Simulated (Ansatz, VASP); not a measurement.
## Two plane-wave programs on BeTe

File INCAR:

```
SYSTEM = BeTe
  PREC = Accurate
  ENCUT = 600
  EDIFF = 1E-6
  ISMEAR = 0
  SIGMA = 0.02
  LREAL = .False.
  LASPH = .True.
  NELM = 60
  ALGO = Normal
  ISIF = 3
  LWAVE = .False.
  LCHARG = .False.
  GGA = PE
  IBRION = 2
  NSW = 100
  EDIFFG = -0.01
```

File KPOINTS:

```
regular mesh
0
Gamma
  8 8 8
  0 0 0
```

File POSCAR:

```
BeTe
1.0
    0.0000000000      2.8336246151      2.8336246151
    2.8336246151      0.0000000000      2.8336246151
    2.8336246151      2.8336246151      0.0000000000
Be Te
1 1
Direct
    0.7500000000      0.7500000000      0.7500000000
    0.0000000000      0.0000000000      0.0000000000
```

Input for Ansatz:

```yaml
crystal:
  lattice:
    - [0.0, 2.8336246151, 2.8336246151]
    - [2.8336246151, 0.0, 2.8336246151]
    - [2.8336246151, 2.8336246151, 0.0]
  atoms:
    - { symbol: Be, position: [0.75, 0.75, 0.75] }
    - { symbol: Te, position: [0.0, 0.0, 0.0] }
basis:
  ecutwfc: 420
kpoints:
  mp_grid: { grid: [8, 8, 8] }
hamiltonian:
  xc: pbe
scf:
  occupations: { method: gaussian, width: 0.02 }
output:
  forces: true
  stress: true
  eigenvalues: true
relax:
  adjacent_minimum: "off"
  f_tol: 0.01
  max_steps: 80
  cell: { stress_tol: 0.05 }
```

Alike in both runs: task relaxation of cell and atoms; functional PBE; k mesh 8 × 8 × 8; occupations gaussian, width 0.02 eV; no spin polarisation.

|  | VASP | Ansatz |
| --- | --- | --- |
| version | VASP 6.6.1 | Ansatz 0.2.0 |
| potentials or method | VASP PAW PBE potentials, release 64 (Be, Te), cutoff 600 eV | scalar-relativistic, plane waves, PAW |
| valence electrons in the cell | 8 | 18 |

|  | VASP | Ansatz | Ansatz less VASP |
| --- | --- | --- | --- |
| gap on the k mesh at the Fermi level, each at its own relaxed structure (eV) | 2.02 | 2.03 | +0.008 |
| relaxed volume (Å³/atom) | 22.75 | 22.70 | -0.056 |
| relaxed cell length with the largest relative difference (Å) | 4.007 | 4.004 | -0.0033 |

VASP's potentials hold 8 valence electrons a cell and Ansatz's 18, so a difference there can come from the potentials and not from the codes.

Spin-orbit coupling is off throughout. Noted on VASP's run: the relaxation stopped at its first step, so nothing moved.
